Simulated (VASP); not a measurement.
# Ti12B (a cell with a defect) in VASP: single point with PBE

Aim: the single point of Ti12B (a cell with a defect) with PBE.

Everything below comes from runs of VASP 6.6.1. Logs are shortened: lines on timing, memory, paths and dates and some standing lists are left out, and cuts for length are marked.

**1. The cell of the first run**

The cell holds a defect, 13 atoms: a = 5.900 Å, b = 8.850 Å, c = 4.685 Å, α = 90.00°, β = 90.00°, γ = 120.00°.

**2. Single point, PBE**

The input, INCAR:

```
ALGO = Normal
EDIFF = 1E-7
ENCUT = 520
GGA = PE
ISIF = 2
ISMEAR = -1
LASPH = T
LCHARG = F
LREAL = F
LWAVE = F
NBANDS = 86
NELM = 80
PREC = Accurate
SIGMA = 0.1
```

The input, KPOINTS:

```
k-points
0
Gamma
  4 3 5
```

The input, POSCAR:

```
Ti12B
1.0
    5.9000000000      0.0000000000      0.0000000000
   -4.4250000000      7.6643250000      0.0000000000
    0.0000000000      0.0000000000      4.6846000000
Ti B
12 1
Direct
   -0.0299993128     -0.0084533211     -0.0008948469
    0.1181484521      0.2013222299      0.4991083550
   -0.0044661503      0.3419389183     -0.0008959143
    0.2504345367      0.5396643540      0.4990895701
    0.2082355508      0.7323992654     -0.0008950604
    0.1755934844      0.9165404651      0.4990978952
    0.5216156746      0.0360351368     -0.0008971951
    0.6701735228      0.2311000643      0.4991049396
    0.4210274599      0.2993990991     -0.0008811852
    0.7838907878      0.5670114459      0.4991075012
    0.5994861174      0.6519283825     -0.0008918584
    0.6242183209      0.8687744844      0.4991062204
   -0.1795900977      0.5096977229      0.9991164667
```

Potentials or basis: VASP PAW PBE potentials, release 64 (Ti_sv, B).

Run with:

```bash
> cat potpaw_PBE.64/Ti_sv/POTCAR potpaw_PBE.64/B/POTCAR > POTCAR
> mpirun -np 1 vasp_std > vasp.out
```

OUTCAR:

```text
EDIFF = 1E-7
   ENCUT = 520
   GGA = PE
   ISIF = 2
   ISMEAR = -1
   LASPH = T
   LREAL = F
   NELM = 80
   PREC = Accurate

 ion  position               nearest neighbor table
   1  0.970  0.992  0.999-  11 2.69   9 2.69   2 2.84   2 2.84   7 2.86   6 2.86   6 2.86
   2  0.118  0.201  0.499-   4 2.69   6 2.71   8 2.78   9 2.81   9 2.81   1 2.84   1 2.84   3 2.91
                             3 2.91
   3  0.996  0.342  0.999-  13 2.19   9 2.72   7 2.75   4 2.86   4 2.86   8 2.87   8 2.87   2 2.91
                             2 2.91
   4  0.250  0.540  0.499-  12 2.63   2 2.69   3 2.86   3 2.86  10 2.88
   5  0.208  0.732  0.999-  13 2.15   7 2.38  11 2.73   6 2.91   6 2.91
   6  0.176  0.917  0.499-   2 2.71  10 2.79   8 2.85   1 2.86   1 2.86  12 2.88   5 2.91   5 2.91

   7  0.522  0.036  0.999-   5 2.38   9 2.68   3 2.75   8 2.78   8 2.78   1 2.86
   8  0.670  0.231  0.499-  10 2.70   7 2.78   7 2.78   2 2.78   6 2.85   3 2.87   3 2.87
   9  0.421  0.299  0.999-  13 2.15   7 2.68   1 2.69   3 2.72  11 2.75   2 2.81   2 2.81
  10  0.784  0.567  0.499-  13 2.43  13 2.43   8 2.70   6 2.79  11 2.84  11 2.84   4 2.88
  11  0.599  0.652  0.999-  13 2.22   1 2.69   5 2.73   9 2.75  10 2.84  10 2.84
  12  0.624  0.869  0.499-   4 2.63   6 2.88
  13  0.820  0.510  0.999-   5 2.15   9 2.15   3 2.19  11 2.22  10 2.43  10 2.43

  LATTYP: Found a simple monoclinic cell.
 ALAT       =     5.9000000000
 B/A-ratio  =     0.7940000000
 C/A-ratio  =     1.3228756849
 COS(beta)  =    -0.1889822323

  Lattice vectors:

 A1 = (   5.9000000000,   0.0000000000,   0.0000000000)
 A2 = (   0.0000000000,   0.0000000000,   4.6846000000)
 A3 = (  -1.4750000000,  -7.6643250000,   0.0000000000)

Analysis of symmetry for initial positions (statically):
=====================================================================
 Subroutine PRICEL returns:
 Original cell was already a primitive cell.

 Routine SETGRP: Setting up the symmetry group for a
 simple monoclinic supercell.

 Subroutine GETGRP returns: Found  1 space group operations
 (whereof  1 operations were pure point group operations)
 out of a pool of  4 trial point group operations.

The static configuration has the point symmetry C_1 .

Analysis of symmetry for dynamics (positions and initial velocities):
=====================================================================
 Subroutine PRICEL returns:
 Original cell was already a primitive cell.

 Routine SETGRP: Setting up the symmetry group for a
 simple monoclinic supercell.

 Subroutine GETGRP returns: Found  1 space group operations
 (whereof  1 operations were pure point group operations)
 out of a pool of  4 trial point group operations.

The dynamic configuration has the point symmetry C_1 .

 Subroutine INISYM returns: Found  1 space group operations
 (whereof  1 operations are pure point group operations),
 and found     1 'primitive' translations

----------------------------------------------------------------------------------------

                                     Primitive cell

  volume of cell :     211.8354

  direct lattice vectors                    reciprocal lattice vectors
     5.900000000  0.000000000  0.000000000     0.169491525  0.097855976  0.000000000
    -4.425000000  7.664325000  0.000000000     0.000000000  0.130474634  0.000000000
     0.000000000  0.000000000  4.684600000     0.000000000  0.000000000  0.213465397

  length of vectors
     5.900000000  8.850000153  4.684600000     0.195711955  0.130474634  0.213465397

  position of ions in fractional coordinates (direct lattice)
     0.970000687  0.991546679  0.999105153
     0.118148452  0.201322230  0.499108355
     0.995533850  0.341938918  0.999104086
     0.250434537  0.539664354  0.499089570
     0.208235551  0.732399265  0.999104940
     0.175593484  0.916540465  0.499097895
     0.521615675  0.036035137  0.999102805
     0.670173523  0.231100064  0.499104940
     0.421027460  0.299399099  0.999118815
     0.783890788  0.567011446  0.499107501
     0.599486117  0.651928383  0.999108142
     0.624218321  0.868774484  0.499106220
     0.820409902  0.509697723  0.999116467

  ion indices of the primitive-cell ions
   primitive index   ion index
                 1           1
                 2           2
                 3           3
                 4           4
                 5           5
                 6           6
                 7           7
                 8           8
                 9           9
                10          10
                11          11
                12          12
                13          13

----------------------------------------------------------------------------------------

 KPOINTS: k-points

Automatic generation of k-mesh.
 Grid dimensions read from file:
 generate k-points for:    4    3    5

 Generating k-lattice:

  Cartesian coordinates                     Fractional coordinates (reciprocal lattice)
     0.042372881  0.024463994  0.000000000     0.250000000  0.000000000  0.000000000
     0.000000000  0.043491545  0.000000000     0.000000000  0.333333333  0.000000000
     0.000000000  0.000000000  0.042693079     0.000000000  0.000000000  0.200000000

  Length of vectors
     0.048927989  0.043491545  0.042693079

  Shift w.r.t. Gamma in fractional coordinates (k-lattice)
     0.000000000  0.000000000  0.000000000

 Subroutine IBZKPT returns following result:
 ===========================================

 Found     31 irreducible k-points:

 Following reciprocal coordinates:
            Coordinates               Weight
  0.000000  0.000000  0.000000      1.000000
  0.250000  0.000000  0.000000      2.000000
  0.500000  0.000000  0.000000      1.000000
  0.000000  0.333333  0.000000      2.000000
  0.250000  0.333333  0.000000      2.000000
  0.500000  0.333333  0.000000      2.000000
[... 16 lines left out ...]
  0.500000  0.000000  0.400000      2.000000
  0.000000  0.333333  0.400000      2.000000
 [... further k-points ...]
   k-points           NKPTS =     31   k-points in BZ     NKDIM =     31   number of bands    NBANDS=     86
   number of dos      NEDOS =    301   number of ions     NIONS =     13
   total plane-waves  NPLWV = 120960
   dimension x,y,z NGX =    48 NGY =   70 NGZ =   36
   dimension x,y,z NGXF=    96 NGYF=  140 NGZF=   72
   ions per type =              12   1
   NGX,Y,Z   is equivalent  to a cutoff of  13.53, 13.15, 12.78 a.u.
   NGXF,Y,Z  is equivalent  to a cutoff of  27.05, 26.30, 25.55 a.u.
 SYSTEM =  unknown system
   PREC   = accura    normal or accurate (medium, high low for compatibility)
   ISTART =      0    job   : 0-new  1-cont  2-samecut
   ICHARG =      2    charge: 1-file 2-atom 10-const
   ISPIN  =      1    spin polarized calculation?
   LNONCOLLINEAR =      F non collinear calculations
   LSORBIT =      F    spin-orbit coupling
   LASPH  =      T    aspherical Exc in radial PAW
   ENCUT  =  520.0 eV  38.22 Ry    6.18 a.u.  10.97 16.46  8.71*2*pi/ulx,y,z
   NELM   =     80;   NELMIN=  2; NELMDL= -5     # of ELM steps
   EDIFF  = 0.1E-06   stopping-criterion for ELM
   LREAL  =      F    real-space projection
   EDIFFG = 0.1E-05   stopping-criterion for IOM
   NSW    =      0    number of steps for IOM
   IBRION =     -1    ionic relax: 0-MD 1-quasi-New 2-CG
   NFREE  =      0    steps in history (QN), initial steepest desc. (CG)
   ISIF   =      2    stress and relaxation
   ISYM   =      2    0-nonsym 1-usesym 2-fastsym
   POTIM  = 0.5000    time-step for ionic-motion
   TEBEG  =    0.0;   TEEND  =   0.0 temperature during run
   PSTRESS=    0.0 pullay stress
   NELECT =     147.0000    total number of electrons
   NUPDOWN=      -1.0000    fix difference up-down
   EMIN   =  10.00;   EMAX   =-10.00  energy-range for DOS
   EFERMI =   0.00;   METHOD = LEGACY
   ISMEAR =    -1;   SIGMA  =   0.10  broadening in eV -4-tet -1-fermi 0-gaus
   EFERMI_NEDOS =   21; number of points for ismear=-14 and -15
   IALGO  =     38    algorithm
   IMIX   =      4    mixing-type and parameters
     AMIX     =   0.40;   BMIX     =  1.00
     AMIX_MAG =   1.60;   BMIX_MAG =  1.00
  volume/ion in A,a.u.               =      16.30       109.96
  Fermi-wavevector in a.u.,A,eV,Ry     =   1.449376  2.738924 28.581642  2.100691
  Thomas-Fermi vector in A             =   2.567110
   LORBIT       =      0    0 simple, 1 ext, 2 COOP (PROOUT), +10 PAW based schemes
   GGA     = PE    functional components
   LHFCALC =     F    Hartree Fock is set to
   AEXX    =    0.0000 exact exchange contribution
   IVDW    =     0    specifies the selected vdW correction
   LEPSILON=     F    determine dielectric tensor
   LRPA    =     F    only Hartree local field effects (RPA)
 non-spin polarized calculation
  energy-cutoff  :      520.00
  volume of cell :      211.84
 maximum number of plane-waves:      5724
 NGX is ok and might be reduce to    48
   NGX = 21   NGY = 33   NGZ = 17

 number of electron     146.9999997 magnetization

 Free energy of the ion-electron system (eV)
  ---------------------------------------------------
  ext. energy  EPLUGINS =         0.00000000
  ---------------------------------------------------
  free energy    TOTEN  =      -100.40947771 eV

  energy without entropy =      -99.87832471  energy(sigma->0) =     -100.14390121

 E-fermi :   8.2308     XC(G=0): -11.5802

 val. band max:        8.2260087798   @ k =   0.5000   0.3333   0.2000
 cond. band min:       8.2330111501   @ k =   0.2500   0.0000   0.4000
 fundamental gap:      0.0070023703
 Fermi energy:         8.2308318812

 k-point     1 :       0.0000    0.0000    0.0000
  band No.  band energies     occupation
      1     -48.4936      2.00000
      2     -48.4569      2.00000
      3     -48.3937      2.00000
      4     -48.3834      2.00000
      5     -48.3380      2.00000
      6     -48.3104      2.00000
[... 2101 lines left out ...]
     84       9.2936      0.00005
     85       9.4060      0.00002

 [... further k-points ...]

 [bands above 85 left out]

------------------------ aborting loop because EDIFF is reached ----------------------------------------

  FORCE on cell =-STRESS in cart. coord.  units (eV):
  Direction    XX          YY          ZZ          XY          YZ          ZX
  --------------------------------------------------------------------------------------
  -------------------------------------------------------------------------------------
  Total        1.8495313      8.9193868     -3.5388461      1.7352039      0.0000051     -0.0005913
  in kB       13.9885867     67.4601249    -26.7654048     13.1238922      0.0000384     -0.0044718
  external PRESSURE =      18.2277690 kB  Pullay stress =       0.0000000 kB

 VOLUME and BASIS-vectors are now :
 -----------------------------------------------------------------------------
  energy-cutoff  :      520.00
  volume of cell :      211.84
      direct lattice vectors                 reciprocal lattice vectors
     5.900000000  0.000000000  0.000000000     0.169491525  0.097855976  0.000000000
    -4.425000000  7.664325000  0.000000000     0.000000000  0.130474634  0.000000000
     0.000000000  0.000000000  4.684600000     0.000000000  0.000000000  0.213465397

 POSITION                                       TOTAL-FORCE (eV/Angst)
 -----------------------------------------------------------------------------------
      1.33541      7.59954      4.68041         0.008218      0.006785     -0.000037
     -0.19377      1.54300      2.33812         0.000179     -0.006299      0.000004
      4.36057      2.62073      4.68040         0.002902     -0.003229     -0.000012
     -0.91045      4.13616      2.33804        -0.008385     -0.001440      0.000180
     -2.01228      5.61335      4.68041        -0.006370     -0.053960     -0.000081
     -3.01969      7.02466      2.33807         0.000752      0.013006      0.000102
      2.91808      0.27618      4.68040         0.004079      0.053782      0.000010
      2.93141      1.77123      2.33811         0.002607     -0.016366     -0.000055
      1.15922      2.29469      4.68047         0.004871     -0.006947     -0.000122
      2.11593      4.34576      2.33812        -0.008529      0.000686      0.000048
      0.65219      4.99659      4.68042         0.000654     -0.001707     -0.000063
     -0.16144      6.65857      2.33811        -0.003810      0.006223     -0.000006
      2.58501      3.90649      4.68046         0.002832      0.009465      0.000032
 -----------------------------------------------------------------------------------
    total drift:                               -0.000367      0.000109     -0.000419

  FREE ENERGIE OF THE ION-ELECTRON SYSTEM (eV)
  ---------------------------------------------------
  free  energy   TOTEN  =      -100.4094777121 eV

  energy  without entropy=      -99.8783247071  energy(sigma->0) =     -100.14390121
```

Run time: 14 min. Hardware: 1 thread of AMD EPYC 9R45 (Zen 5), shared host; peak memory 0.54 GiB.

Results:

```yaml
Free_energy: -100.4095 eV
Pressure: 1.8 GPa
Largest_force: 0.054 eV/Å
Band_gap_on_the_k_mesh: zero (an odd number of electrons rules out a gap without spin polarisation)
```

Forces on the atoms (eV/Å):
```
Ti   0.008  0.007  0.000
Ti   0.000 -0.006  0.000
Ti   0.003 -0.003  0.000
Ti  -0.008 -0.001  0.000
Ti  -0.006 -0.054  0.000
Ti   0.001  0.013  0.000
Ti   0.004  0.054  0.000
Ti   0.003 -0.016  0.000
Ti   0.005 -0.007  0.000
Ti  -0.009  0.001  0.000
Ti   0.001 -0.002  0.000
Ti  -0.004  0.006  0.000
B    0.003  0.009  0.000
```

Levels at points of the mesh, in eV from the Fermi level:
```
           k point  band 71  band 72  band 73  band 74  band 75  band 76  band 77  band 78
(0.00, 0.00, 0.00)    -0.39    -0.10     0.06     0.19     0.26     0.37     0.41     0.54
(0.50, 0.00, 0.00)    -0.60    -0.40    -0.30    -0.08     0.22     0.32     0.34     0.55
```
